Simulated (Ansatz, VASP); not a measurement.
**One calculation of SnO2, two programs**

```xyz
6
Lattice="4.8821 0.0000 0.0000 0.0000 4.8827 0.0000 0.0000 0.0000 3.2983" Properties=species:S:1:pos:R:3 pbc="T T T"
Sn    2.4410    2.4413    1.6492
Sn    0.0000    0.0000    0.0000
O     1.4938    1.7482    0.0000
O     3.9349    0.6931    1.6492
O     0.9472    4.1896    1.6492
O     3.3882    3.1344    0.0000
```

Alike in both runs: task single point; functional LDA; k mesh 6 × 6 × 8; occupations gaussian, width 0.05 eV; no spin polarisation.

|  | VASP | Ansatz |
| --- | --- | --- |
| version | VASP 6.6.1 | Ansatz 0.2.0 |
| potentials or method | VASP PAW LDA potentials, release 64 (Sn_d, O), cutoff 520 eV | scalar-relativistic, plane waves, PAW |
| valence electrons in the cell | 52 | 52 |

VASP gave:

| Property | Result |
| --- | --- |
| gap on the k mesh at the Fermi level (eV) | 0.66 |
| least direct gap on the mesh (eV) | 0.70 |
| pressure (GPa) | -7.2 |
| traceless stress, the component that is largest in VASP (GPa) | 5.63 |
| rms of the force components (eV/Å) | 1.456 |

Task: Which values does Ansatz return?

Result: gap on the k mesh at the Fermi level (eV): 0.64; least direct gap on the mesh (eV): 0.68; pressure (GPa): -7.9; traceless stress, the component that is largest in VASP (GPa): 5.92; rms of the force components (eV/Å): 1.424.

LDA's correlation is that of Perdew and Zunger in VASP and of Perdew and Wang (1992) in Ansatz. Atom by atom the forces differ by 0.032 eV/Å (rms over components).
